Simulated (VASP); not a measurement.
# Pt (I4/mmm) in VASP: further runs

The runs below take Pt through single point, with PBEsol.

Program: VASP 6.6.1. These are calculated values, not measurements. Logs are shortened: lines on timing, memory, paths and dates and some standing lists are left out, and cuts for length are marked.

## (1) The cell of the first run

Symmetry: I4/mmm, No. 139, tetragonal system. The conventional cell has a = 2.840 Å, b = 2.840 Å, c = 3.722 Å, α = 90.00°, β = 90.00°, γ = 90.00°. Within 3.6 Å of Pt (site symmetry 4/mmm) lie 12 Pt at 2.74 to 2.84 Å.

## (2) Single point, PBEsol (strain +0.025 along x and y, -0.050 along z)

INCAR reads:

```
PREC = Accurate
ENCUT = 520
EDIFF = 1E-6
ISMEAR = 0
SIGMA = 0.15
LREAL = False
LASPH = True
NELM = 100
ALGO = Fast
ISIF = 2
LWAVE = False
LCHARG = False
GGA = PS
NBANDS = 11
```

KPOINTS reads:

```
regular mesh
0
Gamma
  26 26 26
```

POSCAR reads:

```
Pt
1.0
    0.0000000000      2.0080061041      1.8610788282
    2.0080061041      0.0000000000      1.8610788282
    2.0080061041      2.0080061041      0.0000000000
Pt
1
Direct
    0.0000000000      0.0000000000      0.0000000000
```

Potentials or basis: VASP PAW PBE potentials, release 64 (Pt).

Launch:

```console
$ cat potpaw_PBE.64/Pt/POTCAR > POTCAR
$ mpirun -np 1 vasp_std > vasp.out
```

OUTCAR:

```text
PREC = Accurate
   ENCUT = 520
   EDIFF = 1E-6
   ISMEAR = 0
   LREAL = False
   LASPH = True
   NELM = 100
   ISIF = 2
   GGA = PS

 ion  position               nearest neighbor table
   1  0.000  0.000  0.000-

  LATTYP: Found a body centered tetragonal cell.
 ALAT       =     2.8397494657
 C/A-ratio  =     1.3107345212

  Lattice vectors:

 A1 = (   0.0000000000,  -2.0080061041,  -1.8610788282)
 A2 = (   0.0000000000,   2.0080061041,  -1.8610788282)
 A3 = (   2.0080061041,   0.0000000000,   1.8610788282)

Analysis of symmetry for initial positions (statically):
=====================================================================
 Subroutine PRICEL returns:
 Original cell was already a primitive cell.

 Routine SETGRP: Setting up the symmetry group for a
 body centered tetragonal supercell.

 Subroutine GETGRP returns: Found 16 space group operations
 (whereof 16 operations were pure point group operations)
 out of a pool of 16 trial point group operations.

The static configuration has the point symmetry D_4h.

Analysis of symmetry for dynamics (positions and initial velocities):
=====================================================================
 Subroutine PRICEL returns:
 Original cell was already a primitive cell.

 Routine SETGRP: Setting up the symmetry group for a
 body centered tetragonal supercell.

 Subroutine GETGRP returns: Found 16 space group operations
 (whereof 16 operations were pure point group operations)
 out of a pool of 16 trial point group operations.

The dynamic configuration has the point symmetry D_4h.

 Subroutine INISYM returns: Found 16 space group operations
 (whereof 16 operations are pure point group operations),
 and found     1 'primitive' translations

----------------------------------------------------------------------------------------

                                     Primitive cell

  volume of cell :      15.0081

  direct lattice vectors                    reciprocal lattice vectors
     0.000000000  2.008006104  1.861078828    -0.249003227  0.249003227  0.268661377
     2.008006104  0.000000000  1.861078828     0.249003227 -0.249003227  0.268661377
     2.008006104  2.008006104  0.000000000     0.249003227  0.249003227 -0.268661377

  length of vectors
     2.737828139  2.737828139  2.839749466     0.442926799  0.442926799  0.442926799

  position of ions in fractional coordinates (direct lattice)
     0.000000000  0.000000000  0.000000000

  ion indices of the primitive-cell ions
   primitive index   ion index
                 1           1

----------------------------------------------------------------------------------------

 KPOINTS: regular mesh

Automatic generation of k-mesh.
 Grid dimensions read from file:
 generate k-points for:   26   26   26

 Generating k-lattice:

  Cartesian coordinates                     Fractional coordinates (reciprocal lattice)
    -0.009577047  0.009577047  0.010333130     0.038461538 -0.000000000  0.000000000
     0.009577047 -0.009577047  0.010333130    -0.000000000  0.038461538  0.000000000
     0.009577047  0.009577047 -0.010333130     0.000000000  0.000000000  0.038461538

  Length of vectors
     0.017035646  0.017035646  0.017035646

  Shift w.r.t. Gamma in fractional coordinates (k-lattice)
     0.000000000  0.000000000  0.000000000

 Subroutine IBZKPT returns following result:
 ===========================================

 Found   1330 irreducible k-points:

 Following reciprocal coordinates:
            Coordinates               Weight
  0.000000  0.000000  0.000000      1.000000
  0.038462  0.000000  0.000000      8.000000
  0.076923  0.000000  0.000000      8.000000
  0.115385  0.000000  0.000000      8.000000
  0.153846 -0.000000  0.000000      8.000000
  0.192308 -0.000000  0.000000      8.000000
[... 16 lines left out ...]
  0.346154  0.038462  0.000000      8.000000
  0.384615  0.038462  0.000000      8.000000
 [... further k-points ...]
   k-points           NKPTS =   1330   k-points in BZ     NKDIM =   1330   number of bands    NBANDS=     11
   number of dos      NEDOS =    301   number of ions     NIONS =      1
   total plane-waves  NPLWV =   9600
   dimension x,y,z NGX =    20 NGY =   20 NGZ =   24
   dimension x,y,z NGXF=    40 NGYF=   40 NGZF=   48
   ions per type =               1
   NGX,Y,Z   is equivalent  to a cutoff of  12.14, 12.14, 14.05 a.u.
   NGXF,Y,Z  is equivalent  to a cutoff of  24.29, 24.29, 28.10 a.u.
 SYSTEM =  unknown system
   PREC   = accura    normal or accurate (medium, high low for compatibility)
   ISTART =      0    job   : 0-new  1-cont  2-samecut
   ICHARG =      2    charge: 1-file 2-atom 10-const
   ISPIN  =      1    spin polarized calculation?
   LNONCOLLINEAR =      F non collinear calculations
   LSORBIT =      F    spin-orbit coupling
   LASPH  =      T    aspherical Exc in radial PAW
   ENCUT  =  520.0 eV  38.22 Ry    6.18 a.u.   5.09  5.09  5.28*2*pi/ulx,y,z
   NELM   =    100;   NELMIN=  2; NELMDL= -5     # of ELM steps
   EDIFF  = 0.1E-05   stopping-criterion for ELM
   LREAL  =      F    real-space projection
   EDIFFG = 0.1E-04   stopping-criterion for IOM
   NSW    =      0    number of steps for IOM
   IBRION =     -1    ionic relax: 0-MD 1-quasi-New 2-CG
   NFREE  =      0    steps in history (QN), initial steepest desc. (CG)
   ISIF   =      2    stress and relaxation
   ISYM   =      2    0-nonsym 1-usesym 2-fastsym
   POTIM  = 0.5000    time-step for ionic-motion
   TEBEG  =    0.0;   TEEND  =   0.0 temperature during run
   PSTRESS=    0.0 pullay stress
   NELECT =      10.0000    total number of electrons
   NUPDOWN=      -1.0000    fix difference up-down
   EMIN   =  10.00;   EMAX   =-10.00  energy-range for DOS
   EFERMI =   0.00;   METHOD = LEGACY
   ISMEAR =     0;   SIGMA  =   0.15  broadening in eV -4-tet -1-fermi 0-gaus
   EFERMI_NEDOS =   21; number of points for ismear=-14 and -15
   IALGO  =     68    algorithm
   IMIX   =      4    mixing-type and parameters
     AMIX     =   0.40;   BMIX     =  1.00
     AMIX_MAG =   1.60;   BMIX_MAG =  1.00
  volume/ion in A,a.u.               =      15.01       101.28
  Fermi-wavevector in a.u.,A,eV,Ry     =   1.429881  2.702083 27.817923  2.044560
  Thomas-Fermi vector in A             =   2.549787
   LORBIT       =      0    0 simple, 1 ext, 2 COOP (PROOUT), +10 PAW based schemes
   GGA     = PS    functional components
   LHFCALC =     F    Hartree Fock is set to
   AEXX    =    0.0000 exact exchange contribution
   IVDW    =     0    specifies the selected vdW correction
   LEPSILON=     F    determine dielectric tensor
   LRPA    =     F    only Hartree local field effects (RPA)
 non-spin polarized calculation
 RMM-DIIS sequential band-by-band and
 Gauss-broadening in eV      SIGMA  =   0.15
  energy-cutoff  :      520.00
  volume of cell :       15.01
 maximum number of plane-waves:       427
   NGX = 11   NGY = 11   NGZ = 11

 number of electron      10.0000000 magnetization

 Free energy of the ion-electron system (eV)
  ---------------------------------------------------
  ext. energy  EPLUGINS =         0.00000000
  ---------------------------------------------------
  free energy    TOTEN  =        -6.95841556 eV

  energy without entropy =       -6.93774709  energy(sigma->0) =       -6.94808133

 E-fermi :  11.1634     XC(G=0): -13.6556

 val. band max:       11.1633508982   @ k =  -0.3462   0.1154   0.4231
 cond. band min:      11.1653156556   @ k =   0.5000  -0.0000   0.1538
 fundamental gap:      0.0019647574
 Fermi energy:        11.1634062435

 k-point     1 :       0.0000    0.0000    0.0000
  band No.  band energies     occupation
      1       0.8408      2.00000
      2       7.1052      2.00000
      3       7.1052      2.00000
      4       7.9593      2.00000
      5       9.0157      2.00000
      6      10.0052      2.00000
      7      25.9015      0.00000
      8      30.1210      0.00000
      9      30.1210      0.00000
     10      32.2250      0.00000
     11      36.2577      0.00000

 k-point     2 :       0.0385    0.0000    0.0000
  band No.  band energies     occupation
      1       0.9012      2.00000
      2       7.1004      2.00000
      3       7.1294      2.00000
      4       7.9594      2.00000
      5       9.0081      2.00000
      6       9.9854      2.00000
      7      25.9959      0.00000
      8      29.9777      0.00000
      9      30.2123      0.00000
     10      32.0858      0.00000
     11      36.6714      0.00000

 k-point     3 :       0.0769    0.0000    0.0000
  band No.  band energies     occupation
      1       1.0798      2.00000
      2       7.0797      2.00000
      3       7.1959      2.00000
      4       7.9683      2.00000
      5       8.9925      2.00000
      6       9.9313      2.00000
      7      26.2667      0.00000
      8      29.4537      0.00000
      9      30.4828      0.00000
     10      32.0138      0.00000
     11      37.5348      0.00000

 k-point     4 :       0.1154    0.0000    0.0000
  band No.  band energies     occupation
      1       1.3686      2.00000
      2       7.0335      2.00000
      3       7.2857      2.00000
      4       8.0022      2.00000
      5       8.9906      2.00000
      6       9.8576      2.00000
      7      26.6730      0.00000
      8      28.5793      0.00000
      9      30.9220      0.00000
     10      32.2730      0.00000
     11      37.5126      0.00000
[... 239 lines left out ...]
 k-point    22 :       0.3077    0.0385    0.0000
  band No.  band energies     occupation
      1       3.4298      2.00000
      2       7.2717      2.00000
      3       7.2746      2.00000
      4       8.0817      2.00000
      5       9.9374      2.00000
      6      10.2123      2.00000
      7      22.8932      0.00000
      8      27.0835      0.00000
      9      32.1115      0.00000
     10      34.5586      0.00000
     11      35.3721      0.00000

 k-point    23 :       0.3462    0.0385    0.0000
  band No.  band energies     occupation
      1       3.6648      2.00000
      2       7.1683      2.00000
      3       7.7516      2.00000
      4       8.0055      2.00000
      5      10.2454      2.00000
      6      10.5935      2.00000
      7      21.4733      0.00000
      8      26.5519      0.00000
      9      31.3210      0.00000
     10      33.6157      0.00000
     11      36.0946      0.00000

 k-point    24 :       0.3846    0.0385    0.0000
  band No.  band energies     occupation
      1       3.7802      2.00000
      2       7.0698      2.00000
      3       7.8906      2.00000
      4       8.4279      2.00000
      5      10.6007      2.00000
      6      10.9484      1.95735
      7      20.0511      0.00000
      8      26.0722      0.00000
      9      30.5127      0.00000
     10      32.6681      0.00000
     11      36.8954      0.00000

 [... further k-points ...]

------------------------ aborting loop because EDIFF is reached ----------------------------------------

  FORCE on cell =-STRESS in cart. coord.  units (eV):
  Direction    XX          YY          ZZ          XY          YZ          ZX
  --------------------------------------------------------------------------------------
  -------------------------------------------------------------------------------------
  Total       -0.1095879     -0.1095879      0.4259743      0.0000000     -0.0000000      0.0000000
  in kB      -11.6989904    -11.6989904     45.4746284      0.0000000     -0.0000000      0.0000000
  external PRESSURE =       7.3588825 kB  Pullay stress =       0.0000000 kB

 VOLUME and BASIS-vectors are now :
 -----------------------------------------------------------------------------
  energy-cutoff  :      520.00
  volume of cell :       15.01
      direct lattice vectors                 reciprocal lattice vectors
     0.000000000  2.008006104  1.861078828    -0.249003227  0.249003227  0.268661377
     2.008006104  0.000000000  1.861078828     0.249003227 -0.249003227  0.268661377
     2.008006104  2.008006104  0.000000000     0.249003227  0.249003227 -0.268661377

 POSITION                                       TOTAL-FORCE (eV/Angst)
 -----------------------------------------------------------------------------------
      0.00000      0.00000      0.00000        -0.000000     -0.000000      0.000000
 -----------------------------------------------------------------------------------
    total drift:                               -0.000000     -0.000000      0.000000

  FREE ENERGIE OF THE ION-ELECTRON SYSTEM (eV)
  ---------------------------------------------------
  free  energy   TOTEN  =        -6.9584155643 eV

  energy  without entropy=       -6.9377470935  energy(sigma->0) =       -6.94808133
```

Run time: 3.2 min. Hardware: 1 thread of Intel Xeon Platinum 8259CL at 2.50GHz (Skylake/Cascade Lake), shared host; peak memory 0.33 GiB.

What came out:

| Property | Result |
| --- | --- |
| Free energy | -6.9584 eV |
| Pressure | 0.7 GPa |
| Band gap on the k mesh | zero (band 5 reaches 11.98 eV, above the bottom of band 6 at 9.39 eV) |

Stress tensor (GPa, compression positive):
```
-1.17  0.00  0.00
 0.00 -1.17  0.00
 0.00  0.00  4.55
```

Caveat: the cell differs from its parent crystal (strain +0.025 along x and y, -0.050 along z); the PAW data sets were made with another functional, which shifts forces and pressure a little; spin-orbit coupling is left out, which moves the levels of the heavy elements.

## (3) Single point, PBEsol (strain +0.050 along x and y, -0.050 along z)

INCAR reads:

```
SYSTEM = Pt
PREC = Accurate
ENCUT = 520
EDIFF = 1E-6
ISMEAR = 0
SIGMA = 0.15
LREAL = .False.
LASPH = .True.
NELM = 80
ALGO = Fast
ISIF = 2
LWAVE = .False.
LCHARG = .False.
GGA = PS
NBANDS = 11
```

KPOINTS reads:

```
regular mesh
0
Gamma
  26 26 26
  0 0 0
```

POSCAR reads:

```
Pt
1.0
    0.0000000000      2.0569818628      1.8610788282
    2.0569818628      0.0000000000      1.8610788282
    2.0569818628      2.0569818628      0.0000000000
Pt
1
Direct
    0.0000000000      0.0000000000      0.0000000000
```

Potentials or basis: VASP PAW PBE potentials, release 64 (Pt).

Launch:

```console
$ cat potpaw_PBE.64/Pt/POTCAR > POTCAR
$ mpirun -np 1 vasp_std > vasp.out
```

It took 2.8 min on 1 thread of Intel Xeon Platinum 8259CL at 2.50GHz (Skylake/Cascade Lake), shared host; peak memory 0.34 GiB.

The run converged. Its results:

```
Free energy            : -6.9245 eV
Pressure               : -11.3 GPa
Band gap on the k mesh : zero (band 5 reaches 11.06 eV, above the bottom of band 6 at 8.60 eV)
```

Stress tensor (GPa, compression positive):
```
-13.10   0.00   0.00
  0.00 -13.10   0.00
  0.00   0.00  -7.80
```

Levels at points of the mesh, in eV from the Fermi level:
| k point | band 2 | band 3 | band 4 | band 5 | band 6 | band 7 | band 8 | band 9 |
| --- | --- | --- | --- | --- | --- | --- | --- | --- |
| (0.00, 0.00, 0.00) | -3.79 | -3.79 | -2.76 | -2.13 | -0.96 | 14.95 | 18.69 | 18.69 |
| (0.50, 0.00, 0.00) | -4.09 | -2.97 | -0.30 | -0.22 | 0.36 | 5.59 | 14.10 | 17.74 |
| (0.50, 0.50, 0.00) | -6.17 | 0.05 | 0.51 | 0.51 | 3.19 | 10.07 | 10.07 | 10.08 |
| (0.50, 0.00, 0.50) | -6.08 | -0.05 | 0.06 | 0.82 | 1.25 | 7.65 | 11.62 | 12.24 |

Caveat: the cell differs from its parent crystal (strain +0.050 along x and y, -0.050 along z); the PAW data sets were made with another functional, which shifts forces and pressure a little; spin-orbit coupling is left out, which moves the levels of the heavy elements.

## (4) Single point, PBEsol (strain +0.050 along x and y, -0.025 along z)

INCAR reads:

```
SYSTEM = Pt
ALGO = Fast
EDIFF = 1E-7
ENCUT = 520
GGA = PS
ISIF = 2
ISMEAR = 0
LASPH = .True.
LCHARG = .False.
LREAL = .False.
LWAVE = .False.
NBANDS = 11
NELM = 80
PREC = Accurate
SIGMA = 0.15
```

KPOINTS reads:

```
k-points
0
Gamma
  26 26 26
  0 0 0
```

POSCAR reads:

```
Pt
1.0
    0.0000000000      2.0569818628      1.9100545869
    2.0569818628      0.0000000000      1.9100545869
    2.0569818628      2.0569818628      0.0000000000
Pt
1
Direct
    0.0000000000      0.0000000000      0.0000000000
```

Potentials or basis: VASP PAW PBE potentials, release 64 (Pt).

Launch:

```console
$ cat potpaw_PBE.64/Pt/POTCAR > POTCAR
$ mpirun -np 1 vasp_std > vasp.out
```

OUTCAR:

```text
SYSTEM = Pt
   EDIFF = 1E-7
   ENCUT = 520
   GGA = PS
   ISIF = 2
   ISMEAR = 0
   LASPH = .True.
   LREAL = .False.
   NELM = 80
   PREC = Accurate

 ion  position               nearest neighbor table
   1  0.000  0.000  0.000-

  LATTYP: Found a body centered tetragonal cell.
 ALAT       =     2.9090116479
 C/A-ratio  =     1.3131983079

  Lattice vectors:

 A1 = (   0.0000000000,  -2.0569818628,  -1.9100545869)
[... 515 lines left out ...]
      8      24.7263      0.00000
      9      28.4191      0.00000
     10      30.6185      0.00000
     11      34.7294      0.00000

 [... further k-points ...]

------------------------ aborting loop because EDIFF is reached ----------------------------------------

  FORCE on cell =-STRESS in cart. coord.  units (eV):
  Direction    XX          YY          ZZ          XY          YZ          ZX
  --------------------------------------------------------------------------------------
  -------------------------------------------------------------------------------------
  Total       -1.8466805     -1.8466805     -1.4352003      0.0000000     -0.0000000      0.0000000
  in kB     -183.0482741   -183.0482741   -142.2611775      0.0000000     -0.0000000      0.0000000
  external PRESSURE =    -169.4525753 kB  Pullay stress =       0.0000000 kB

 VOLUME and BASIS-vectors are now :
 -----------------------------------------------------------------------------
  energy-cutoff  :      520.00
  volume of cell :       16.16
      direct lattice vectors                 reciprocal lattice vectors
     0.000000000  2.056981863  1.910054587    -0.243074579  0.243074579  0.261772623
     2.056981863  0.000000000  1.910054587     0.243074579 -0.243074579  0.261772623
     2.056981863  2.056981863  0.000000000     0.243074579  0.243074579 -0.261772623

 POSITION                                       TOTAL-FORCE (eV/Angst)
 -----------------------------------------------------------------------------------
      0.00000      0.00000      0.00000         0.000000      0.000000      0.000000
 -----------------------------------------------------------------------------------
    total drift:                               -0.000000     -0.000000     -0.000000

  FREE ENERGIE OF THE ION-ELECTRON SYSTEM (eV)
  ---------------------------------------------------
  free  energy   TOTEN  =        -6.8961516151 eV

  energy  without entropy=       -6.8730200029  energy(sigma->0) =       -6.88458581
```

stdout:

```text
POSCAR found type information on POSCAR Pt
 POSCAR found :  1 types and       1 ions
 scaLAPACK will be used
 -----------------------------------------------------------------------------
|                                                                             |
|                                                                             |
|     You enforced a specific xc type in the INCAR file but a different       |
|     I HOPE YOU KNOW WHAT YOU ARE DOING!                                     |
|                                                                             |
 -----------------------------------------------------------------------------

 LDA part: xc-table for (Slater+PW92), standard interpolation
 POSCAR, INCAR and KPOINTS ok, starting setup
 FFT: planning ... GRIDC
 FFT: planning ... GRID_SOFT
 FFT: planning ... GRID
 WAVECAR not read
 entering main loop
```

It took 2.9 min on 1 thread of Intel Xeon Platinum 8259CL at 2.50GHz (Skylake/Cascade Lake), shared host; peak memory 0.35 GiB.

What came out:

| Item | Value |
| --- | --- |
| Free energy | -6.8962 eV |
| Pressure | -16.9 GPa |
| Band gap on the k mesh | zero (band 5 reaches 10.48 eV, above the bottom of band 6 at 8.21 eV) |

Stress tensor (GPa, compression positive):
```
-18.30   0.00   0.00
  0.00 -18.30   0.00
  0.00   0.00 -14.23
```

Caveat: the cell differs from its parent crystal (strain +0.050 along x and y, -0.025 along z); the PAW data sets were made with another functional, which shifts forces and pressure a little; spin-orbit coupling is left out, which moves the levels of the heavy elements.

(Continued in part 2 of 2.)
